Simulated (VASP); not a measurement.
# Cd (Im-3m) in VASP: notebook, part 2 of 2

VASP 6.6.1. The steps go on from the part before.

**5. Single point, LDA**

This run uses another cell than the first one, of 20.32 Å³/atom, 1.136 times its volume.

Input file INCAR:

```
PREC = Accurate
ENCUT = 520
EDIFF = 1E-6
ISMEAR = -1
SIGMA = 0.1
LREAL = False
LASPH = True
NELM = 60
ALGO = Normal
ISIF = 2
LWAVE = False
LCHARG = False
NBANDS = 12
```

Input file KPOINTS:

```
regular mesh
0
Gamma
  14 14 14
```

Input file POSCAR:

```
Cd
1.0
   -1.7191058011      1.7191058011      1.7191058011
    1.7191058011     -1.7191058011      1.7191058011
    1.7191058011      1.7191058011     -1.7191058011
Cd
1
Direct
    0.0000000000      0.0000000000      0.0000000000
```

Potentials or basis: VASP PAW LDA potentials, release 64 (Cd).

Launch:

```console
$ cat potpaw_LDA.64/Cd/POTCAR > POTCAR
$ mpirun -np 1 vasp_std > vasp.out
```

OUTCAR:

```text
PREC = Accurate
   ENCUT = 520
   EDIFF = 1E-6
   ISMEAR = -1
   LREAL = False
   LASPH = True
   NELM = 60
   ISIF = 2

 ion  position               nearest neighbor table
   1  0.000  0.000  0.000-

  LATTYP: Found a body centered cubic cell.
 ALAT       =     3.4382116022

  Lattice vectors:

 A1 = (  -1.7191058011,   1.7191058011,   1.7191058011)
 A2 = (   1.7191058011,  -1.7191058011,   1.7191058011)
 A3 = (   1.7191058011,   1.7191058011,  -1.7191058011)

Analysis of symmetry for initial positions (statically):
=====================================================================
 Subroutine PRICEL returns:
 Original cell was already a primitive cell.

 Routine SETGRP: Setting up the symmetry group for a
 body centered cubic supercell.

 Subroutine GETGRP returns: Found 48 space group operations
 (whereof 48 operations were pure point group operations)
 out of a pool of 48 trial point group operations.

The static configuration has the point symmetry O_h .

Analysis of symmetry for dynamics (positions and initial velocities):
=====================================================================
 Subroutine PRICEL returns:
 Original cell was already a primitive cell.

 Routine SETGRP: Setting up the symmetry group for a
 body centered cubic supercell.

 Subroutine GETGRP returns: Found 48 space group operations
 (whereof 48 operations were pure point group operations)
 out of a pool of 48 trial point group operations.

The dynamic configuration has the point symmetry O_h .

 Subroutine INISYM returns: Found 48 space group operations
 (whereof 48 operations are pure point group operations),
 and found     1 'primitive' translations

----------------------------------------------------------------------------------------

[... 108 lines left out ...]
   IMIX   =      4    mixing-type and parameters
     AMIX     =   0.40;   BMIX     =  1.00
     AMIX_MAG =   1.60;   BMIX_MAG =  1.00
  volume/ion in A,a.u.               =      20.32       137.14
  Fermi-wavevector in a.u.,A,eV,Ry     =   1.373449  2.595443 25.665528  1.886363
  Thomas-Fermi vector in A             =   2.498965
   LORBIT       =      0    0 simple, 1 ext, 2 COOP (PROOUT), +10 PAW based schemes
   GGA     = CA    functional components
   LHFCALC =     F    Hartree Fock is set to
   AEXX    =    0.0000 exact exchange contribution
   IVDW    =     0    specifies the selected vdW correction
   LEPSILON=     F    determine dielectric tensor
   LRPA    =     F    only Hartree local field effects (RPA)
 non-spin polarized calculation
  energy-cutoff  :      520.00
  volume of cell :       20.32
 maximum number of plane-waves:       560
 NGX is ok and might be reduce to    24
   NGX = 11   NGY = 11   NGZ = 11

 number of electron      12.0000004 magnetization

 Free energy of the ion-electron system (eV)
  ---------------------------------------------------
  ext. energy  EPLUGINS =         0.00000000
  ---------------------------------------------------
  free energy    TOTEN  =        -1.44032781 eV

  energy without entropy =       -1.42700169  energy(sigma->0) =       -1.43366475

 E-fermi :   3.2425     XC(G=0): -11.7107

 val. band max:        3.1686367009   @ k =   0.3571   0.2143   0.0714
 cond. band min:       3.2658323357   @ k =  -0.4286   0.5000   0.0714
 fundamental gap:      0.0971956348
 Fermi energy:         3.2425151729

 k-point     1 :       0.0000    0.0000    0.0000
  band No.  band energies     occupation
      1      -6.2454      2.00000
      2      -6.2454      2.00000
      3      -6.2454      2.00000
      4      -6.2304      2.00000
      5      -5.4787      2.00000
      6      -5.4787      2.00000
      7      19.1339      0.00000
      8      19.1339      0.00000
      9      19.1339      0.00000
     10      20.5051      0.00000
     11      20.5051      0.00000
     12      20.5051      0.00000
[... 331 lines left out ...]
 k-point    24 :       0.3571    0.2857    0.0000
  band No.  band energies     occupation
      1      -6.6099      2.00000
      2      -6.1554      2.00000
      3      -5.9120      2.00000
      4      -5.4603      2.00000
      5      -5.3562      2.00000
      6       3.3435      0.53414
      7       3.4831      0.16545
      8       5.4527      0.00000
      9      12.9560      0.00000
     10      20.4940      0.00000
     11      21.6340      0.00000
     12      24.2901      0.00000

 [... further k-points ...]
[... 5 lines left out ...]
  --------------------------------------------------------------------------------------
  -------------------------------------------------------------------------------------
  Total        0.0518725      0.0518725      0.0518725     -0.0000000      0.0000000     -0.0000000
  in kB        4.0895886      4.0895886      4.0895886     -0.0000000      0.0000000     -0.0000000
  external PRESSURE =       4.0895886 kB  Pullay stress =       0.0000000 kB

 VOLUME and BASIS-vectors are now :
 -----------------------------------------------------------------------------
  energy-cutoff  :      520.00
  volume of cell :       20.32
      direct lattice vectors                 reciprocal lattice vectors
    -1.719105801  1.719105801  1.719105801     0.000000000  0.290848882  0.290848882
     1.719105801 -1.719105801  1.719105801     0.290848882  0.000000000  0.290848882
     1.719105801  1.719105801 -1.719105801     0.290848882  0.290848882  0.000000000

 POSITION                                       TOTAL-FORCE (eV/Angst)
 -----------------------------------------------------------------------------------
      0.00000      0.00000      0.00000        -0.000000      0.000000      0.000000
 -----------------------------------------------------------------------------------
    total drift:                                0.000000      0.000000      0.000000

  FREE ENERGIE OF THE ION-ELECTRON SYSTEM (eV)
  ---------------------------------------------------
  free  energy   TOTEN  =        -1.4403278149 eV

  energy  without entropy=       -1.4270016861  energy(sigma->0) =       -1.43366475
```

stdout:

```text
POSCAR found type information on POSCAR Cd
 POSCAR found :  1 types and       1 ions
 scaLAPACK will be used
 LDA part: xc-table for (Slater(with rela. corr.)+CA(PZ))
 , standard interpolation
 POSCAR, INCAR and KPOINTS ok, starting setup
 FFT: planning ... GRIDC
 FFT: planning ... GRID_SOFT
 FFT: planning ... GRID
 WAVECAR not read
 entering main loop
```

Wall time 6.1 s (1 thread of Intel Xeon 6975P-C (Granite Rapids), shared host); peak memory 0.14 GiB.

Results:

- Free energy: -1.4403 eV
- Pressure: 0.4 GPa
- Band gap on the k mesh: zero (band 6 reaches 6.66 eV, above the bottom of band 7 at 2.40 eV)

**6. The runs side by side**

| cell | gap on the mesh (eV) | pressure (GPa) |
| --- | --- | --- |
| a = 2.853 Å, angles 109.5°, 1 atom | none | 12.6 |
| a = 2.896 Å, angles 109.5°, 1 atom | none | 7.4 |
| a = 2.937 Å, angles 109.5°, 1 atom | none | 3.4 |
| a = 2.978 Å, angles 109.5°, 1 atom | none | 0.4 |

Alike in all rows: task single point; level LDA; potentials or basis VASP PAW LDA potentials, release 64 (Cd); no spin polarisation; k mesh 14 × 14 × 14; cutoff (eV) 520; smearing fermi-dirac 0.1 eV.

Absolute energies hang on the potentials; compare differences alone.
